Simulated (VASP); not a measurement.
From VASP inputs to Ansatz: KTaO3 (cubic perovskite)

INCAR

```
LREAL = .FALSE.
LASPH = .TRUE.
LCHARG = .TRUE.
IBRION = -1
ENCUT = 520
PREC = Accurate
NELM = 120
NBANDS = 27
LELF = .TRUE.
NSW = 0
GGA = PS
ISIF = 2
EDIFF = 1E-7
SIGMA = 0.01
LWAVE = .FALSE.
ISMEAR = 0
```

KPOINTS

```
KPOINTS created by Atomic Simulation Environment
0
Gamma
6 6 6
0 0 0
```

KPOINTS_OPT

```
special points
4
Reciprocal
0.0000000000 0.0000000000 0.0000000000 1
0.0000000000 0.5000000000 0.0000000000 1
0.5000000000 0.5000000000 0.0000000000 1
0.5000000000 0.5000000000 0.5000000000 1
```

POSCAR

```
K  Ta O
 1.0000000000000000
     3.9901311115727016    0.0000000000000000    0.0000000000000000
     0.0000000000000000    3.9901311115727016    0.0000000000000000
     0.0000000000000000    0.0000000000000000    3.9901311115727016
 K   Ta  O
   1   1   3
Cartesian
 -0.0000000000000000 -0.0000000000000000 -0.0000000000000000
  1.9950655557863506  1.9950655557863506  1.9950655557863506
  1.9950655557863506  1.9950655557863506  0.0000000000000000
  1.9950655557863506 -0.0000000000000000  1.9950655557863506
  0.0000000000000000  1.9950655557863506  1.9950655557863506
```

VASP ran with the recommended PBE PAW datasets (38 valence electrons in the cell).

Problem. Write an Ansatz input for this cell and level of theory.

Solution. 

```yaml
crystal:
  lattice:
    - [3.9901311116, 0.0, 0.0]
    - [0.0, 3.9901311116, 0.0]
    - [0.0, 0.0, 3.9901311116]
  atoms:
    - { symbol: K, position: [0.0, 0.0, 0.0] }
    - { symbol: Ta, position: [0.5, 0.5, 0.5] }
    - { symbol: O, position: [0.5, 0.5, 0.0] }
    - { symbol: O, position: [0.5, 0.0, 0.5] }
    - { symbol: O, position: [0.0, 0.5, 0.5] }
kpoints:
  mp_grid: { grid: [6, 6, 6] }
  band_path:
    path: [[0.0, 0.0, 0.0], [0.0, 0.5, 0.0], [0.5, 0.5, 0.0], [0.5, 0.5, 0.5]]
    npoints: 1
hamiltonian:
  xc: pbesol
scf:
  occupations: { method: fixed }
  n_extra_bands: 5
output:
  forces: true
  stress: true
  eigenvalues: true
```

Other inputs would serve too.

```tsv
	VASP	Ansatz
gap between bands v and c	2.08 eV	2.13 eV
least direct gap	2.70 eV	2.74 eV
pressure	0.0 GPa	-0.7 GPa
```

Each program uses its own PAW datasets. VASP's cell holds 38 valence electrons and Ansatz's 40. Ansatz's stress includes a Pulay correction; VASP's doesn't.

VASP's potentials hold 38 valence electrons a cell and Ansatz's 40, so a difference between the two programs can come from the potentials and not from the codes.
